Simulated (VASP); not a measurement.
# Ru (Fm-3m) in VASP: a series of runs, part 2 of 2

VASP 6.6.1.

## (5) Single point, RPBE (volume scaled by 1.12)

Contents of INCAR:

```
PREC     = Accurate       # precision mode
ENCUT    = 520            # plane-wave cutoff, eV
EDIFF    = 1E-6           # SCF threshold, eV
ISMEAR   = -1             # smearing method
SIGMA    = 0.1            # smearing width, eV
LREAL    = False          # projectors in reciprocal space
LASPH    = True           # aspherical terms in the spheres
NELM     = 80             # most SCF steps
ALGO     = Normal         # electronic algorithm
ISIF     = 2              # what is computed and relaxed
LWAVE    = False          # write WAVECAR
LCHARG   = False          # write CHGCAR
GGA      = RP             # functional
NBANDS   = 13             # bands
```

Contents of KPOINTS:

```
Automatic mesh
0
Gamma
  16 16 16
```

Contents of POSCAR:

```
Ru
1.0
    0.0000000000      1.9891583989      1.9891583989
    1.9891583989      0.0000000000      1.9891583989
    1.9891583989      1.9891583989      0.0000000000
Ru
1
Direct
    0.0000000000      0.0000000000      0.0000000000
```

Potentials or basis: VASP PAW PBE potentials, release 64 (Ru_pv).

Run with:

```bash
$ cat potpaw_PBE.64/Ru_pv/POTCAR > POTCAR
$ mpirun -np 1 vasp_std > vasp.out
```

OUTCAR:

```text
PREC = Accurate
   ENCUT = 520
   EDIFF = 1E-6
   ISMEAR = -1
   LREAL = False
   LASPH = True
   NELM = 80
   ISIF = 2
   GGA = RP

 ion  position               nearest neighbor table
   1  0.000  0.000  0.000-

  LATTYP: Found a face centered cubic cell.
 ALAT       =     3.9783167978

  Lattice vectors:

 A1 = (   0.0000000000,   1.9891583989,   1.9891583989)
 A2 = (   1.9891583989,   0.0000000000,   1.9891583989)
[... 561 lines left out ...]
     11      25.9417      0.00000
     12      28.8225      0.00000
     13      30.4141      0.00000

 [... further k-points ...]

------------------------ aborting loop because EDIFF is reached ----------------------------------------

  FORCE on cell =-STRESS in cart. coord.  units (eV):
  Direction    XX          YY          ZZ          XY          YZ          ZX
  --------------------------------------------------------------------------------------
  -------------------------------------------------------------------------------------
  Total       -2.4293572     -2.4293572     -2.4293572      0.0000000      0.0000000     -0.0000000
  in kB     -247.2656922   -247.2656922   -247.2656922      0.0000000      0.0000000     -0.0000000
  external PRESSURE =    -247.2656922 kB  Pullay stress =       0.0000000 kB

 VOLUME and BASIS-vectors are now :
 -----------------------------------------------------------------------------
  energy-cutoff  :      520.00
  volume of cell :       15.74
      direct lattice vectors                 reciprocal lattice vectors
     0.000000000  1.989158399  1.989158399    -0.251362586  0.251362586  0.251362586
     1.989158399  0.000000000  1.989158399     0.251362586 -0.251362586  0.251362586
     1.989158399  1.989158399  0.000000000     0.251362586  0.251362586 -0.251362586

 POSITION                                       TOTAL-FORCE (eV/Angst)
 -----------------------------------------------------------------------------------
      0.00000      0.00000      0.00000         0.000000      0.000000      0.000000
 -----------------------------------------------------------------------------------
    total drift:                               -0.000000      0.000000      0.000000

  FREE ENERGIE OF THE ION-ELECTRON SYSTEM (eV)
  ---------------------------------------------------
  free  energy   TOTEN  =        -8.3492335647 eV

  energy  without entropy=       -8.3034838326  energy(sigma->0) =       -8.32635870
```

Run time: 13 s. Hardware: 1 thread of Intel Xeon Platinum 8488C (Sapphire Rapids), shared host; peak memory 0.15 GiB.

What came out:

| Property | Result |
| --- | --- |
| Free energy | -8.3492 eV |
| Pressure | -24.7 GPa |
| Band gap on the k mesh | zero (band 7 reaches 12.08 eV, above the bottom of band 8 at 9.27 eV) |

Levels at points of the mesh, in eV from the Fermi level:
```tsv
k point	band 4	band 5	band 6	band 7	band 8	band 9	band 10	band 11
(0.00, 0.00, 0.00)	-7.03	-2.08	-2.08	-2.08	-0.14	-0.14	10.83	15.04
(0.50, 0.00, 0.00)	-5.04	-2.17	-2.17	0.97	1.33	1.33	8.37	10.83
(0.50, 0.50, 0.00)	-5.18	-4.77	1.29	1.73	1.73	3.27	10.83	11.66
```

Caveat: the cell differs from its parent crystal (volume scaled by 1.12); the PAW data sets were made with another functional, which shifts forces and pressure a little.

## (6) Relaxation of cell and atoms, RPBE

This run uses another cell than the first one, of 13.55 Å³/atom, 0.964 times its volume.

Contents of INCAR:

```
PREC = Accurate
ENCUT = 600
EDIFF = 1E-6
ISMEAR = -1
SIGMA = 0.1
LREAL = F
LASPH = T
NELM = 100
ALGO = Normal
ISIF = 3
LWAVE = F
LCHARG = F
GGA = RP
IBRION = 2
NSW = 80
EDIFFG = -0.01
```

Contents of KPOINTS:

```
Automatic mesh
0
Gamma
  14 14 14
```

Contents of POSCAR:

```
Ru
1.0
    0.0000000000      1.8924348942      1.8924348942
    1.8924348942      0.0000000000      1.8924348942
    1.8924348942      1.8924348942      0.0000000000
Ru
1
Direct
    0.0000000000      0.0000000000      0.0000000000
```

Potentials or basis: VASP PAW PBE potentials, release 64 (Ru_pv).

Run with:

```bash
$ cat potpaw_PBE.64/Ru_pv/POTCAR > POTCAR
$ mpirun -np 1 vasp_std > vasp.out
```

It took 23 s on 1 thread of Intel Xeon Platinum 8488C (Sapphire Rapids), shared host; peak memory 0.16 GiB.

The run converged. Its results:

```
Free energy                            : -8.4920 eV
Relaxed volume                         : 14.05 Å³/atom
Relaxed cell                           : a = 2.709 Å, b = 2.709 Å, c = 2.709 Å, α = 60.00°, β = 60.00°, γ = 60.00°
Space group after relaxing (to 0.05 Å) : Fm-3m (No. 225)
Energy gained by relaxing              : 16.8 meV/atom
Ionic steps                            : 4
Pressure after relaxing                : -0.1 GPa
Band gap on the k mesh                 : zero (band 7 reaches 14.35 eV, above the bottom of band 8 at 11.10 eV)
```

The path:
```tsv
step	energy change (eV)	largest force (eV/Å)	pressure (GPa)	volume (Å³)
1	0.0000	0.0000	11.31	13.55
2	0.0970	0.0000	-22.38	15.52
3	-0.0167	0.0000	-0.34	14.07
4	-0.0168	0.0000	-0.07	14.05
```

Final structure:
```
Ru
1.0
     0.00000    1.91531    1.91531
     1.91531    0.00000    1.91531
     1.91531    1.91531    0.00000
Ru
1
Direct
  0.00000 0.00000 0.00000
```

Levels at points of the mesh, in eV from the Fermi level:
```csv
k point,band 4,band 5,band 6,band 7,band 8,band 9,band 10,band 11
"(0.00, 0.00, 0.00)",-7.65,-2.42,-2.42,-2.42,-0.11,-0.11,10.70,15.09
"(0.50, 0.00, 0.00)",-5.78,-2.54,-2.54,1.04,1.66,1.66,9.72,10.70
"(0.50, 0.50, 0.00)",-6.06,-5.59,1.62,2.15,2.15,3.60,10.70,13.28
```

Caveat: the PAW data sets were made with another functional, which shifts forces and pressure a little.

## (7) Single point, RPBE

Contents of INCAR:

```
PREC = Accurate
ENCUT = 520
EDIFF = 1E-6
ISMEAR = -1
SIGMA = 0.1
LREAL = F
LASPH = T
NELM = 100
ALGO = Normal
ISIF = 2
LWAVE = F
LCHARG = T
GGA = RP
LELF = T
LVHAR = T
NBANDS = 13
```

Contents of KPOINTS:

```
regular mesh
0
Gamma
  23 23 23
```

Contents of POSCAR:

```
Ru
1.0
    0.0000000000      1.9154171000      1.9154171000
    1.9154171000      0.0000000000      1.9154171000
    1.9154171000      1.9154171000      0.0000000000
Ru
1
Direct
    0.0000000000      0.0000000000      0.0000000000
```

Run with:

```bash
$ cat potpaw_PBE.64/Ru_pv/POTCAR > POTCAR
$ mpirun -np 1 vasp_std > vasp.out
```

It took 27 s on 1 thread of Intel Xeon Platinum 8488C (Sapphire Rapids), shared host; peak memory 0.17 GiB.

It converged, with:

| Item | Value |
| --- | --- |
| Free energy | -8.4953 eV |
| Pressure | -0.2 GPa |
| Band gap on the k mesh | zero (band 7 reaches 14.30 eV, above the bottom of band 8 at 11.04 eV) |

Levels at points of the mesh, in eV from the Fermi level:
```tsv
k point	band 3	band 4	band 5	band 6	band 7	band 8	band 9	band 10	band 11	band 12
(0.00, 0.00, 0.00)	-42.44	-7.68	-2.45	-2.45	-2.45	-0.14	-0.14	10.67	15.06	20.64
```

Caveat: the PAW data sets were made with another functional, which shifts forces and pressure a little.

## (8) Summary

```csv
task,cell,k mesh,cutoff (eV),gap on the mesh (eV),pressure (GPa)
single point,"a = 2.709 Å, angles 60.0°, 1 atom",16 × 16 × 16,520,none,-0.2
single point,"a = 2.744 Å, angles 60.0°, 1 atom",16 × 16 × 16,520,none,-10.4
single point,"a = 2.779 Å, angles 60.0°, 1 atom",16 × 16 × 16,520,none,-18.4
single point,"a = 2.813 Å, angles 60.0°, 1 atom",16 × 16 × 16,520,none,-24.7
relaxation of cell and atoms,"relaxed from a = 2.676 Å, angles 60.0°, 1 atom",14 × 14 × 14,600,none,-0.1
single point,"a = 2.709 Å, angles 60.0°, 1 atom",23 × 23 × 23,520,none,-0.2
```

Alike in all rows: level RPBE; potentials or basis VASP PAW PBE potentials, release 64 (Ru_pv); no spin polarisation; smearing fermi-dirac 0.1 eV.

Caveats: the PAW data sets were made with another functional, which shifts forces and pressure a little.

Total energies depend on the potentials used, so only differences within one code and one set of settings carry meaning.
